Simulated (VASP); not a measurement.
Mg2FeH6: single point with LDA

Mg2FeH6:

```
Mg Fe H
1.0
     0.00000    3.13945    3.13945
     3.13945    0.00000    3.13945
     3.13945    3.13945    0.00000
Mg Fe H
2 1 6
Direct
  0.25000 0.25000 0.25000
  0.75000 0.75000 0.75000
  0.00000 0.00000 0.00000
  0.75484 0.24516 0.24516
  0.24516 0.75484 0.24516
  0.24516 0.75484 0.75484
  0.75484 0.24516 0.75484
  0.24516 0.24516 0.75484
  0.75484 0.75484 0.24516
```

- Program: VASP 6.6.1
- Task: single point
- Functional: LDA
- Potentials or basis: VASP PAW LDA potentials, release 64 (Mg, Fe, H)
- Cutoff: 520 eV
- k mesh: 8 × 8 × 8
- Occupations: gaussian, width 0.02 eV
- Spin: no spin polarisation

```yaml
Pressure: -0.6 GPa
Largest_force: 0.039 eV/Å
Band_gap_on_the_k_mesh: 1.77 eV, direct
```

Forces on the atoms (eV/Å):
```
Mg   0.000  0.000  0.000
Mg   0.000  0.000  0.000
Fe   0.000  0.000  0.000
H    0.039  0.000  0.000
H    0.000  0.039  0.000
H   -0.039  0.000  0.000
H    0.000 -0.039  0.000
H    0.000  0.000  0.039
H    0.000  0.000 -0.039
```

Levels at points of the mesh, in eV from the valence-band top:
```tsv
k point	band 6	band 7	band 8	band 9	band 10	band 11	band 12	band 13
(0.00, 0.00, 0.00)	-2.11	-0.81	-0.81	-0.81	5.43	5.43	5.43	5.50
(0.50, 0.00, 0.00)	-1.73	-0.50	-0.30	-0.30	3.51	3.51	3.98	5.34
(0.50, 0.50, 0.00)	-2.89	-1.49	0.00	0.00	1.77	3.92	6.59	8.36
```

Run time: 16 s on 1 thread of Intel(R) Xeon(R) 6975P-C (Granite Rapids), on a shared host, peak memory 0.19 GiB.

A k mesh can miss the band edges. A hybrid or GW would open this gap; LDA tends to underestimate it.
